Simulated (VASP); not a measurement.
Write the native input for VASP 6.6.1 that does the following.

| Property | Result |
| --- | --- |
| Task | relaxation of cell and atoms |
| Functional | PBE |
| Potentials or basis | VASP PAW PBE potentials, release 64 (Ge_d, Fe) |
| Cutoff | 600 eV |
| k mesh | 4 × 4 × 4 |
| Occupations | fermi-dirac, width 0.1 eV |
| Spin | no spin polarisation |
| Dipole correction | no |
| Further INCAR settings | ALGO = Normal; EDIFF = 1e-06; IBRION = 2; EDIFFG = -0.01; NSW = 60; ISIF = 3 |

The structure of FeGe lies in POSCAR:

```
FeGe
1.0
    4.7156510000      0.0000000000      0.0000000000
    0.0000000000      4.7156510000      0.0000000000
    0.0000000000      0.0000000000      4.7156510000
Ge Fe
4 4
Direct
    0.8420000000      0.8420000000      0.8420000000
    0.6580000000      0.1580000000      0.3420000000
    0.3420000000      0.6580000000      0.1580000000
    0.1580000000      0.3420000000      0.6580000000
    0.1350000000      0.1350000000      0.1350000000
    0.3650000000      0.8650000000      0.6350000000
    0.6350000000      0.3650000000      0.8650000000
    0.8650000000      0.6350000000      0.3650000000
```

The input as run:

INCAR

```
SYSTEM = FeGe
ALGO     = Normal         ! electronic algorithm
EDIFF    = 1E-6           ! SCF threshold, eV
EDIFFG   = -0.01          ! ionic threshold
ENCUT    = 600            ! plane-wave cutoff, eV
GGA      = PE             ! functional
IBRION   = 2              ! ionic algorithm
ISIF     = 3              ! what is computed and relaxed
ISMEAR   = -1             ! smearing method
LASPH    = .TRUE.         ! aspherical terms in the spheres
LCHARG   = .FALSE.        ! write CHGCAR
LREAL    = .FALSE.        ! projectors in reciprocal space
LWAVE    = .FALSE.        ! write WAVECAR
NELM     = 80             ! most SCF steps
NSW      = 60             ! ionic steps
PREC     = Accurate       ! precision mode
SIGMA    = 0.1            ! smearing width, eV
```

KPOINTS

```
k-points
0
G
  4 4 4
  0 0 0
```

Potentials or basis: VASP PAW PBE potentials, release 64 (Ge_d, Fe).

Run with:

```console
$ cat potpaw_PBE.64/Ge_d/POTCAR potpaw_PBE.64/Fe/POTCAR > POTCAR
$ mpirun -np 1 vasp_std > vasp.out
```

It gave:

```yaml
Relaxed_volume: 12.53 Å³/atom
Relaxed_cell: a = 4.645 Å, b = 4.645 Å, c = 4.645 Å, α = 90.00°, β = 90.00°, γ = 90.00°
Space_group_after_relaxing_to_0.05_Å: P2_13 (No. 198)
Energy_gained_by_relaxing: 17.4 meV/atom
Ionic_steps: 9
Pressure_after_relaxing: -0.1 GPa
Largest_force_after_relaxing: 0.003 eV/Å
Band_gap_on_the_k_mesh: 0.12 eV, indirect (least direct gap 0.15 eV)
```

Run time: 5 min on 1 thread of Intel(R) Xeon(R) Platinum 8488C (Sapphire Rapids) (shared host), peak memory 0.27 GiB.
